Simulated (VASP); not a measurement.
Set up this calculation in VASP 6.6.1, as the native input.

```
Task                   : single point
Functional             : r2SCAN
Potentials or basis    : VASP PAW PBE potentials, release 64 (Ni, O)
Cutoff                 : 520 eV
k mesh                 : 8 × 8 × 8
Occupations            : gaussian, width 0.1 eV
Spin                   : collinear spin, ferromagnetic start
Starting moments       : [2.0, 0.0] μB
Dipole correction      : no
Further INCAR settings : ALGO = Normal; EDIFF = 1e-07; NBANDS = 19
```

NiO:

```xyz
2
Lattice="0.0000 2.0932 2.0932 2.0932 0.0000 2.0932 2.0932 2.0932 0.0000" Properties=species:S:1:pos:R:3 pbc="T T T"
Ni    0.0000    0.0000    0.0000
O     2.0932    2.0932    2.0932
```

These files were run (other wordings do the same):

POSCAR

```
NiO
1.0
    0.0000000000      2.0931687937      2.0931687937
    2.0931687937      0.0000000000      2.0931687937
    2.0931687937      2.0931687937      0.0000000000
Ni O
1 1
Direct
    0.0000000000      0.0000000000      0.0000000000
    0.5000000000      0.5000000000      0.5000000000
```

INCAR.step1

```
PREC     = Accurate       # precision mode
ENCUT    = 520            # plane-wave cutoff, eV
ISMEAR   = 0              # smearing method
SIGMA    = 0.1            # smearing width, eV
LREAL    = F              # projectors in reciprocal space
LASPH    = T              # aspherical terms in the spheres
NELM     = 150            # most SCF steps
ISPIN    = 2              # spin polarisation
MAGMOM   = 2 0            # initial moments
LMAXMIX  = 4              # l up to which the mixer works
NBANDS   = 19             # bands
GGA      = PE             # functional
ALGO     = Normal         # electronic algorithm
EDIFF    = 1E-4           # SCF threshold, eV
LWAVE    = T              # write WAVECAR
LCHARG   = F              # write CHGCAR
```

INCAR.step2

```
PREC     = Accurate       # precision mode
ENCUT    = 520            # plane-wave cutoff, eV
EDIFF    = 1E-7           # SCF threshold, eV
ISMEAR   = 0              # smearing method
SIGMA    = 0.1            # smearing width, eV
LREAL    = F              # projectors in reciprocal space
LASPH    = T              # aspherical terms in the spheres
NELM     = 150            # most SCF steps
ALGO     = Normal         # electronic algorithm
ISIF     = 2              # what is computed and relaxed
LWAVE    = F              # write WAVECAR
LCHARG   = F              # write CHGCAR
ISPIN    = 2              # spin polarisation
MAGMOM   = 2 0            # initial moments
LORBIT   = 11             # projections on sites
LMAXMIX  = 4              # l up to which the mixer works
METAGGA  = R2SCAN         # meta-GGA
LMIXTAU  = T            
NBANDS   = 19             # bands
ISTART   = 1
```

KPOINTS

```
regular mesh
0
Gamma
  8 8 8
```

Potentials or basis: VASP PAW PBE potentials, release 64 (Ni, O).

Launch:

```console
$ cat potpaw_PBE.64/Ni/POTCAR potpaw_PBE.64/O/POTCAR > POTCAR
$ cp INCAR.step1 INCAR
$ mpirun -np 1 vasp_std > vasp.out
$ cp INCAR.step2 INCAR
$ mpirun -np 1 vasp_std > vasp.out
```

Results of the run:

- Pressure: 0.4 GPa
- Band gap on the k mesh: 0.74 eV (least direct gap 1.75 eV)
- Net moment: 2.00 μB per cell
- Site moments: Ni +1.69; O +0.28 μB
- Valence electrons inside the program's atomic spheres: Ni 8.92; O 5.05

Caveat: the PAW data sets were made with another functional, which shifts forces and pressure a little; a cell with one magnetic atom can't hold antiferromagnetic order, which such compounds often take.

Wall time 69 s on 1 thread of Intel Xeon 8259CL (shared host), peak memory 0.16 GiB.
